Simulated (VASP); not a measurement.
# Al16ClO24 (a cell with a defect) in VASP: further runs, part 2 of 3

VASP 6.6.1. The steps go on from the part before.

## (3) Single point, PBE

Contents of INCAR:

```
PREC = Accurate
ENCUT = 520
EDIFF = 1E-6
ISMEAR = -1
SIGMA = 0.01
LREAL = Auto
LASPH = True
NELM = 120
ALGO = Normal
ISIF = 2
LWAVE = False
LCHARG = False
GGA = PE
NBANDS = 126
NELECT = 200.0
GGA_COMPAT = False
ISYM = -1
```

Contents of KPOINTS:

```
explicit points
1
Reciprocal
  0.25000000   0.25000000   0.25000000 1
```

Contents of POSCAR:

```
Al16ClO24
1.0
    2.4039417600      1.3879164200      4.3742070900
   -4.8078835200      2.7758328500      8.7484141900
    0.0000000000     -5.5516656900      8.7484141900
Al O Cl
16 24 1
Direct
    0.6449356851      0.3344530307      0.3255590540
    0.8465732440      0.4301047771      0.4278253511
    0.1362371293      0.0488373632      0.0606414202
    0.3301164510      0.1559434255      0.1770161507
    0.6568539709      0.3146228218      0.8217758250
    0.8451175357      0.4474259150      0.9267246851
    0.1345170277      0.0717357853      0.5683837621
    0.3486218176      0.1806751076      0.6657202136
    0.6290721217      0.8187548477      0.3368722812
    0.8483357642      0.9239266527      0.4376603721
    0.1293904990      0.5896874520      0.0769073870
    0.3484833958      0.6844657307      0.1821879881
    0.6546521393      0.8327809263      0.8259672339
    0.8427490156      0.9558174369      0.9321957782
    0.1427437116      0.5733416169      0.5813734822
    0.3515817631      0.6739147340      0.6849632756
    0.4499752649      0.0125616098      0.3871042592
    0.9508274647      0.1111862015      0.3311900459
    0.0232293806      0.3916150371      0.2232575973
    0.8092049752      0.1126117293     -0.0084145346
    0.2518222801      0.2919270315      0.4625208947
    0.5398309372      0.5123294053      0.1185141283
    0.4634425217      0.0382128438      0.8624116170
    0.9590150350      0.1381764626      0.7376813321
    0.0418688547      0.3725893229      0.7354512600
    0.7295611741      0.2366747611      0.5309237333
    0.2411822088      0.2874367208      0.9729760431
    0.5486922577      0.4731737199      0.6318331040
    0.4261280492      0.5368910057      0.3826199918
    0.9289449239      0.6296018706      0.2831332848
    0.0277984079      0.8691095436      0.2372706258
    0.7425250038      0.7358400265      0.0272976100
    0.2432055087      0.7709154623      0.4832609667
    0.4821771837      0.9535312655      0.1500649392
    0.4429255709      0.5292276436      0.8846104959
    0.9423984069      0.6319465362      0.7810315393
    0.0613327714      0.8736739625      0.7204356986
    0.7467830418      0.7149953296      0.5401460299
    0.2362499043      0.7977049519      0.9712924543
    0.5557871091      0.9715752771      0.6304898985
    0.6594493750      0.2457213936      0.1512871752
```

Potentials or basis: VASP PAW PBE potentials, release 64 (Al, O, Cl).

Started as:

```sh
$ cat potpaw_PBE.64/Al/POTCAR potpaw_PBE.64/O/POTCAR potpaw_PBE.64/Cl/POTCAR > POTCAR
$ mpirun -np 1 vasp_std > vasp.out
```

OUTCAR:

```text
PREC = Accurate
   ENCUT = 520
   EDIFF = 1E-6
   ISMEAR = -1
   LREAL = Auto
   LASPH = True
   NELM = 120
   ISIF = 2
   GGA = PE
   NELECT = 200.0
   ISYM = -1

 ion  position               nearest neighbor table
   1  0.645  0.334  0.326-  21 1.84  19 1.89  18 1.91  26 1.96  29 1.99  22 2.00  41 2.40   2 2.61
                             8 2.75  12 2.80   4 2.82   6 3.24   2 3.28  10 3.35
   2  0.847  0.430  0.428-  21 1.85  30 1.86  28 1.90  26 1.93  19 1.96  29 2.00   1 2.61  11 2.82
                            15 2.82   7 2.85   9 3.18   5 3.20   1 3.28
   3  0.136  0.049  0.061-  23 1.78  31 1.81  20 1.84  34 1.97  41 2.22  27 2.38   4 2.80  14 2.83
                            12 2.91  10 2.99   6 3.17   8 3.17  13 3.17  14 3.23   4 3.26
   4  0.330  0.156  0.177-  18 1.80  34 1.91  27 1.91  17 2.03  20 2.08  19 2.18  41 2.20   9 2.74
                             3 2.80   1 2.82   5 2.88  14 3.14   7 3.25   3 3.26  10 3.33
   5  0.657  0.315  0.822-  28 1.85  27 1.88  24 1.89  20 1.90  25 1.96  35 2.15   8 2.77  16 2.87
                             4 2.88  14 2.90   6 2.91   2 3.20   6 3.27
   6  0.845  0.447  0.927-  36 1.77  27 1.88  22 1.91  35 1.96  25 2.03  41 2.22  15 2.75  11 2.86
                             5 2.91  13 3.15   3 3.17   1 3.24   5 3.27
   7  0.135  0.072  0.568-  24 1.80  17 1.80  37 1.83  26 1.89  40 2.12  21 2.18   8 2.74  10 2.84
                             2 2.85  14 2.89   8 3.20  16 3.21   4 3.25
   8  0.349  0.181  0.666-  26 1.85  23 1.91  25 1.93  24 1.94  40 1.95  21 1.95   7 2.74   1 2.75
                             5 2.77  13 2.82   3 3.17   7 3.20  15 3.24  14 3.36
   9  0.629  0.819  0.337-  30 1.83  33 1.83  34 1.91  17 1.92  31 1.95  38 2.03   4 2.74  10 2.76
                            16 2.78  12 2.87   2 3.18  10 3.18  14 3.25
  10  0.848  0.924  0.438-  18 1.83  40 1.83  33 1.86  17 1.98  31 2.01  38 2.03   9 2.76  15 2.80
                             7 2.84   3 2.99   9 3.18  13 3.20   4 3.33   1 3.35
  11  0.129  0.590  0.077-  32 1.85  35 1.89  19 1.90  30 1.95  22 2.01  39 2.03  12 2.71   2 2.82
                             6 2.86  14 2.91  41 3.00  12 3.19  16 3.22
  12  0.348  0.684  0.182-  22 1.78  31 1.81  29 1.86  32 1.89  39 2.06  30 2.07  11 2.71   1 2.80
                            13 2.85   9 2.87   3 2.91  11 3.19  15 3.24
  13  0.655  0.833  0.826-  40 1.86  36 1.88  39 1.91  37 1.92  32 1.93  23 1.93  16 2.80   8 2.82
                            14 2.83  12 2.85   6 3.15   3 3.17  10 3.20  14 3.28
  14  0.843  0.956  0.932-  39 1.84  24 1.89  20 1.93  34 1.94  23 2.03  32 2.15  37 2.24   3 2.83
                            13 2.83   7 2.89   5 2.90  11 2.91   4 3.14   3 3.23   9 3.25  13 3.28
[... 203 lines left out ...]
 Free energy of the ion-electron system (eV)
  ---------------------------------------------------
  ext. energy  EPLUGINS =         0.00000000
  ---------------------------------------------------
  free energy    TOTEN  =      -282.71387409 eV

  energy without entropy =     -282.71387409  energy(sigma->0) =     -282.71387409

 E-fermi :   8.1863     XC(G=0): -11.7957

 val. band max:        7.8548130107   @ k =   0.2500   0.2500   0.2500
 cond. band min:      13.0575940514   @ k =   0.2500   0.2500   0.2500
 fundamental gap:      5.2027810407
 Fermi energy:         8.1863376244

 k-point     1 :       0.2500    0.2500    0.2500
  band No.  band energies     occupation
      1     -12.7212      2.00000
      2     -11.8117      2.00000
      3     -11.7729      2.00000
      4     -11.5925      2.00000
      5     -11.5246      2.00000
      6     -11.3792      2.00000
[... 104 lines left out ...]
    111      15.9893      0.00000
    112      16.0853      0.00000
 [bands above 112 left out]

------------------------ aborting loop because EDIFF is reached ----------------------------------------

  FORCE on cell =-STRESS in cart. coord.  units (eV):
  Direction    XX          YY          ZZ          XY          YZ          ZX
  --------------------------------------------------------------------------------------
  -------------------------------------------------------------------------------------
  Total       39.2705872     45.6270667     39.5911399      1.7710358     -0.7184664     -7.9582457
  in kB      179.6305248    208.7061723    181.0967888      8.1010269     -3.2863907    -36.4024057
  external PRESSURE =     189.8111620 kB  Pullay stress =       0.0000000 kB

 VOLUME and BASIS-vectors are now :
 -----------------------------------------------------------------------------
  energy-cutoff  :      520.00
  volume of cell :      350.27
      direct lattice vectors                 reciprocal lattice vectors
     2.403941760  1.387916420  4.374207090     0.207991728  0.120084080  0.076204287
    -4.807883520  2.775832850  8.748414190    -0.103995864  0.060042040  0.038102144
     0.000000000 -5.551665690  8.748414190    -0.000000000 -0.120084080  0.038102144

 POSITION                                       TOTAL-FORCE (eV/Angst)
 -----------------------------------------------------------------------------------
     -0.05762      0.01611      8.59514        -0.003183      0.006179     -0.007854
     -0.03278     -0.00627     11.20861         0.002838     -0.009153      0.011775
      0.09270     -0.01201      1.55370        -0.010999     -0.005175      0.017151
      0.04382     -0.09169      4.35687        -0.002540      0.015250      0.029185
      0.06637     -2.77723     12.81490         0.000093      0.000461     -0.005657
     -0.11956     -2.72993     15.71836         0.014157     -0.025552     -0.005770
[... 33 lines left out ...]
     -3.33514     -0.03195     16.44666         0.003347     -0.000361     -0.002663
      0.40388      0.75745      6.35776        -0.001374      0.007490     -0.004919
 -----------------------------------------------------------------------------------
    total drift:                               -0.000447      0.006853     -0.002875

  FREE ENERGIE OF THE ION-ELECTRON SYSTEM (eV)
  ---------------------------------------------------
  free  energy   TOTEN  =      -282.7138740909 eV

  energy  without entropy=     -282.7138740909  energy(sigma->0) =     -282.71387409
```

Wall time 2.1 min (1 thread of Intel Xeon 6975P-C (Granite Rapids), shared host); peak memory 0.52 GiB.

Results:

```yaml
Free_energy: -282.7139 eV
Largest_force: 0.041 eV/Å
```

Forces on the atoms (eV/Å):
```
Al  -0.003  0.006 -0.008
Al   0.003 -0.009  0.012
Al  -0.011 -0.005  0.017
Al  -0.003  0.015  0.029
Al   0.000  0.000 -0.006
Al   0.014 -0.026 -0.006
Al  -0.011 -0.003 -0.006
Al   0.006 -0.006  0.016
Al  -0.004  0.002 -0.008
Al   0.006  0.006  0.001
Al   0.001  0.004 -0.003
Al  -0.006 -0.002  0.022
Al   0.002 -0.003 -0.014
Al   0.004  0.008 -0.012
Al   0.001 -0.002 -0.002
Al  -0.005 -0.002  0.002
O    0.001  0.013  0.003
O   -0.014  0.000 -0.016
O    0.014  0.014  0.001
O   -0.012 -0.013  0.007
O   -0.005  0.001 -0.009
O    0.031 -0.012 -0.023
O    0.002  0.003  0.002
O   -0.006 -0.007  0.015
O   -0.005  0.003  0.005
O    0.003  0.001 -0.001
O   -0.006 -0.003 -0.005
O    0.000  0.004 -0.002
O   -0.001  0.002 -0.001
O    0.002  0.003  0.004
O   -0.010 -0.008  0.001
O    0.002 -0.001  0.000
O   -0.001 -0.001 -0.005
O    0.007  0.002 -0.003
O    0.006  0.001 -0.007
O   -0.006  0.004  0.005
O   -0.001  0.003  0.003
O   -0.001 -0.002  0.000
O    0.006 -0.001  0.001
O    0.003  0.000 -0.003
Cl  -0.001  0.007 -0.005
```

Caveat: the cell carries a net charge on a neutralising background, which shifts energy and pressure; the cell is charged against a uniform background, so pressure and absolute levels hang on convention.

## (4) Single point, PBE

Contents of INCAR:

```
  PREC = Accurate
  ENCUT = 520
  EDIFF = 1E-6
  ISMEAR = -1
  SIGMA = 0.01
  LREAL = Auto
  LASPH = True
  NELM = 120
  ALGO = Normal
  ISIF = 2
  LWAVE = False
  LCHARG = False
  GGA = PE
  NELECT = 200.0
  NBANDS = 126
  GGA_COMPAT = False
  ISYM = -1
```

KPOINTS is that of step 3.

Contents of POSCAR:

```
Al16ClO24
1.0
    2.4039417600      1.3879164200      4.3742070900
   -4.8078835200      2.7758328500      8.7484141900
    0.0000000000     -5.5516656900      8.7484141900
Al O Cl
16 24 1
Direct
    0.6313349251      0.3261369342      0.3391682478
    0.8504715734      0.4313707107      0.4339572275
    0.1587930107      0.0709154347      0.0641308104
    0.3469674133      0.1759274014      0.1969448254
    0.6383014349      0.3098341440      0.7983515371
    0.8319201725      0.4261988950      0.9055735417
    0.1565966945      0.0751845031      0.5822896978
    0.3447951188      0.1813782262      0.7053211890
    0.6447036390      0.8305392558      0.3228484956
    0.8535571534      0.9340963996      0.4234182299
    0.1468136161      0.5747147100      0.0839657908
    0.3484500172      0.6770121477      0.1796718526
    0.6365555434      0.8175382030      0.8212238534
    0.8505460717      0.9149438006      0.9301914425
    0.1310602326      0.5860585338      0.5682738038
    0.3503256766      0.6868759423      0.6734136694
    0.4443188966      0.0302153223      0.3814641037
    0.9447926716      0.1337872590      0.2788143987
    0.0417380735      0.3677260255      0.2618280747
    0.7431527203      0.2221621747      0.0369539409
    0.2444896664      0.2764804749      0.4853541185
    0.5251997905      0.4724500290      0.1410786901
    0.4608826384     -0.0131746077      0.8877056631
    0.9654265568      0.1115982144      0.7877240101
   -0.0157676288      0.3992011310      0.7031155477
    0.7382591911      0.2204577325      0.5472166444
    0.3113534345      0.2407037355      0.8621496948
    0.5298759449      0.4864264914      0.6186102244
    0.4308726959      0.5323132011      0.3791331966
    0.9280947380      0.6318008091      0.2863915904
    0.0505938234      0.8810210537      0.2226937373
    0.7537482149      0.7117241497      0.0414426610
    0.2487379132      0.7893224619      0.4645183621
    0.5437444381      0.9846509263      0.1220927662
    0.4527642501      0.5803792618      0.8606702968
    0.9520113060      0.6362792946      0.7620622940
    0.0576849858      0.8796954687      0.7211096169
    0.7451972918      0.7324328625      0.5204190812
    0.2315182399      0.7800898981      0.9861703564
    0.5633006457      0.9696160330      0.6231849043
    1.1613756153      0.4004775350     -0.0047569536
```

Started as:

```sh
$ cat potpaw_PBE.64/Al/POTCAR potpaw_PBE.64/O/POTCAR potpaw_PBE.64/Cl/POTCAR > POTCAR
$ mpirun -np 1 vasp_std > vasp.out
```

Run time: 2.2 min. Hardware: 1 thread of Intel Xeon 6975P-C (Granite Rapids), shared host; peak memory 0.52 GiB.

It converged, with:

| Quantity | Value |
| --- | --- |
| Free energy | -282.7139 eV |
| Largest force | 0.040 eV/Å |

Forces on the atoms (eV/Å):
```
Al   0.007 -0.010 -0.008
Al  -0.005 -0.011  0.025
Al  -0.001  0.009 -0.003
Al  -0.008  0.022 -0.006
Al  -0.012 -0.009  0.015
Al   0.013 -0.001  0.028
Al   0.004 -0.001 -0.012
Al   0.011 -0.007 -0.011
Al  -0.006  0.003 -0.003
Al  -0.012 -0.005  0.009
Al  -0.002  0.000 -0.001
Al  -0.005  0.021  0.002
Al  -0.012 -0.011 -0.004
Al   0.000  0.009  0.012
Al   0.001 -0.014 -0.007
Al   0.005 -0.002  0.002
O    0.003 -0.006  0.002
O    0.005  0.011 -0.009
O    0.006  0.033 -0.022
O   -0.008 -0.008 -0.007
O   -0.002  0.006  0.001
O    0.019  0.004  0.002
O   -0.010  0.000  0.019
O    0.005  0.000  0.002
O    0.002  0.008 -0.005
O   -0.002  0.010  0.001
O   -0.018 -0.007  0.006
O   -0.014 -0.004  0.000
O    0.003  0.003  0.002
O    0.001 -0.002  0.000
O    0.005 -0.004 -0.002
O    0.000 -0.011 -0.010
O    0.002  0.002 -0.002
O    0.003 -0.009  0.007
O   -0.003 -0.015 -0.012
O    0.008 -0.009  0.000
O    0.003  0.006 -0.003
O    0.002  0.001 -0.003
O    0.003  0.000  0.001
O    0.004  0.000 -0.002
Cl   0.008 -0.002 -0.006
```

Levels at points of the mesh, in eV from the Fermi level:
| k point | band 96 | band 97 | band 98 | band 99 | band 100 | band 101 | band 102 | band 103 | band 104 | band 105 |
| --- | --- | --- | --- | --- | --- | --- | --- | --- | --- | --- |
| (0.25, 0.25, 0.25) | -1.71 | -1.53 | -1.26 | -0.82 | -0.32 | 4.88 | 5.80 | 6.06 | 6.58 | 7.04 |

Caveat: the cell carries a net charge on a neutralising background, which shifts energy and pressure; the cell is charged against a uniform background, so pressure and absolute levels hang on convention.

[end of part 2 of 3]
